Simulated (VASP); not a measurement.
The system is Si3O.

```xyz
8
Lattice="6.0479 0.0000 0.0000 -3.0239 5.2376 0.0000 0.0000 0.0000 3.4344" Properties=species:S:1:pos:R:3 pbc="T T T"
Si    2.1032    0.0000    0.0000
Si    1.0516    1.8214    1.7172
Si   -1.0516    1.8214    0.0000
Si    3.9447    0.0000    1.7172
Si    1.9723    3.4162    0.0000
Si   -1.9723    3.4162    1.7172
O     0.0000    3.4918    0.8586
O     3.0239    1.7459    2.5758
```

* Program: VASP 6.6.1
* Task: relaxation of cell and atoms
* Functional: PBEsol
* Dispersion: D4
* Potentials or basis: VASP PAW PBE potentials, release 64 (Si, O)
* Cutoff: 600 eV
* k mesh: 6 × 6 × 10
* Occupations: gaussian, width 0.1 eV
* Spin: no spin polarisation

At the start: pressure -2.2 GPa; volume 13.60 Å³/atom.

Problem. Where does the relaxation end?

Solution. Over 7 steps the energy falls by 3.5 meV/atom and the volume is 13.20 Å³/atom (-2.9 %); space group P6_322 (No. 182, to 0.1 Å) before and after.

Step by step:
```csv
step,energy change (eV),largest force (eV/Å),pressure (GPa),volume (Å³)
1,0.0000,0.0422,-2.19,108.79
2,-0.0155,0.1594,0.77,105.90
3,-0.0166,0.1349,0.14,106.48
4,-0.0218,0.1018,0.12,106.23
5,-0.0281,0.0084,0.12,105.53
6,-0.0281,0.0022,-0.17,105.76
7,-0.0281,0.0037,-0.02,105.64
```

Final structure:
```
Si O
1.0
     6.01489    0.00000    0.00000
    -3.00745    5.20905    0.00000
     0.00000    0.00000    3.37151
Si O
6 2
Direct
  0.34328 0.00000 0.00000
  0.34328 0.34328 0.50000
  0.00000 0.34328 0.00000
  0.65672 0.00000 0.50000
  0.65672 0.65672 0.00000
  0.00000 0.65672 0.50000
  0.33333 0.66667 0.25000
  0.66667 0.33333 0.75000
```

Caveat: the PAW data sets were made with another functional, which shifts forces and pressure a little.
